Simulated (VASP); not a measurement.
## ScBSbP3: relaxation of cell and atoms with PBE

ScBSbP3:

```xyz
6
Lattice="6.0801 0.0000 0.0000 -3.0400 5.2655 0.0000 0.0000 0.0000 3.3960" Properties=species:S:1:pos:R:3 pbc="T T T"
Sc    0.0000    0.0000    0.0000
B     0.0000    3.5103    0.0000
Sb    3.0400    1.7552    0.0000
P    -1.2192    2.8064    1.6980
P     1.2192    2.8064    1.6980
P     0.0000    4.9181    1.6980
```

The cell was built from a structure type or drawn by symmetry, and may not be a known phase.

```json
{"Program": "VASP 6.6.1", "Task": "relaxation of cell and atoms", "Functional": "PBE", "Potentials or basis": "VASP PAW PBE potentials, release 64 (Sc_sv, B, Sb, P)", "Cutoff": "600 eV", "k mesh": "3 × 3 × 6", "Occupations": "gaussian, width 0.1 eV", "Spin": "no spin polarisation", "Dipole correction": "no", "Further INCAR settings": "ALGO = Normal; EDIFF = 1e-06; IBRION = 2; EDIFFG = -0.04; NSW = 90; ISIF = 3"}
```

```
Relaxed volume                        : 18.53 Å³/atom
Relaxed cell                          : a = 6.459 Å, b = 6.459 Å, c = 3.077 Å, α = 90.00°, β = 90.00°, γ = 120.00°
Space group after relaxing (to 0.1 Å) : P-6m2 (No. 187)
Energy gained by relaxing             : 44.0 meV/atom
Ionic steps                           : 28
Pressure after relaxing               : 0.1 GPa
Largest force after relaxing          : 0.016 eV/Å
Band gap on the k mesh                : zero (bands 17 and 18 overlap by 1.26 eV)
```

Forces in eV/Å, atoms in the order of the input:
```
Sc   0.000  0.000  0.000
B    0.000  0.000  0.000
Sb   0.000  0.000  0.000
P    0.014  0.008  0.000
P   -0.014  0.008  0.000
P    0.000 -0.016  0.000
```

Stress tensor (GPa, compression positive):
```
 0.27  0.00  0.00
 0.00  0.27  0.00
 0.00  0.00 -0.15
```

The path:
| step | energy change (eV) | largest force (eV/Å) | pressure (GPa) | volume (Å³) |
| --- | --- | --- | --- | --- |
| 1 | 0.0000 | 0.2147 | -0.36 | 108.72 |
| 2 | -0.0174 | 0.0339 | 0.09 | 108.08 |
| 3 | -0.0220 | 0.0641 | 0.47 | 107.65 |
| 4 | -0.0225 | 0.0915 | 0.61 | 107.51 |
| 5 | -0.0307 | 0.0702 | 0.10 | 108.49 |
| 6 | -0.0604 | 0.2110 | -1.49 | 110.99 |
| 7 | -0.1265 | 0.2661 | -3.94 | 115.89 |
| 8 | 0.3429 | 1.2065 | -5.38 | 125.25 |
| 9 | -0.1361 | 0.3695 | -4.21 | 116.65 |
| 10 | -0.1384 | 0.4733 | -4.53 | 117.68 |
| 11 | -0.1389 | 0.4140 | -4.34 | 117.07 |
| 12 | -0.1394 | 0.4199 | -4.36 | 117.12 |
| 13 | -0.1408 | 0.4373 | -4.40 | 117.28 |
| 14 | -0.1420 | 0.4708 | -4.47 | 117.59 |
| 15 | -0.1436 | 0.4687 | -4.45 | 117.54 |
| 16 | -0.1482 | 0.4637 | -4.36 | 117.41 |
| 17 | -0.1572 | 0.4533 | -4.20 | 117.13 |
| 18 | -0.1742 | 0.4318 | -3.87 | 116.58 |
| 19 | -0.2039 | 0.3866 | -3.17 | 115.49 |
| 20 | -0.2452 | 0.2882 | -1.66 | 113.33 |
| 21 | -0.2490 | 0.0574 | 1.82 | 109.08 |
| 22 | -0.2610 | 0.1744 | 0.08 | 111.08 |
| 23 | -0.2610 | 0.1671 | 0.18 | 110.96 |
| 24 | -0.2617 | 0.1440 | 0.19 | 110.97 |
| 25 | -0.2631 | 0.0743 | 0.18 | 111.01 |
| 26 | -0.2627 | 0.0658 | 0.19 | 111.10 |
| 27 | -0.2634 | 0.0197 | 0.19 | 111.05 |
| 28 | -0.2637 | 0.0164 | 0.13 | 111.16 |

Final structure:
```
Sc B Sb P
1.0
     6.45898    0.00000    0.00000
    -3.22949    5.59364    0.00000
     0.00000    0.00000    3.07676
Sc B Sb P
1 1 1 3
Direct
  0.00000 0.00000 0.00000
  0.33333 0.66667 0.00000
  0.66667 0.33333 0.00000
  0.06882 0.53441 0.50000
  0.46559 0.53441 0.50000
  0.46559 0.93118 0.50000
```

Levels at points of the mesh, in eV from the Fermi level:
```
           k point  band 15  band 16  band 17  band 18  band 19  band 20
(0.00, 0.00, 0.00)    -0.93     0.49     0.62     0.62     0.73     1.71
(0.00, 0.00, 0.50)    -1.21    -1.21    -0.30     0.42     0.42     1.37
```

Wall time 17 min on 1 thread of Intel Xeon 8259CL, with other jobs on the host, peak memory 0.3 GiB.

Caveat: the k points lie up to 0.37 Å⁻¹ apart in the final cell, too coarse for converged energies and pressures of a metal; spin-orbit coupling is left out, which moves the levels of the heavy elements.
